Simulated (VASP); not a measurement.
Here is a VASP 6.6.1 calculation.

File INCAR:

```
SYSTEM = K
  PREC = Accurate
  ENCUT = 520
  EDIFF = 1E-6
  ISMEAR = -1
  SIGMA = 0.1
  LREAL = .False.
  LASPH = .True.
  NELM = 60
  ALGO = Normal
  ISIF = 2
  LWAVE = .False.
  LCHARG = .True.
  GGA = PS
  LELF = .True.
  LVHAR = .True.
  NBANDS = 10
```

KPOINTS

```
regular mesh
0
Gamma
  11 11 11
  0 0 0
```

POSCAR

```
K
1.0
    0.0000000000      2.9225764619      2.9225764619
    2.9225764619      0.0000000000      2.9225764619
    2.9225764619      2.9225764619      0.0000000000
K
1
Direct
    0.0000000000      0.0000000000      0.0000000000
```

Potentials or basis: VASP PAW PBE potentials, release 64 (K_sv).

Command:

```console
$ cat potpaw_PBE.64/K_sv/POTCAR > POTCAR
$ mpirun -np 1 vasp_std > vasp.out
```

What does it give for the pressure?

2.5 GPa.

Caveat: the PAW data sets were made with another functional, which shifts forces and pressure a little.
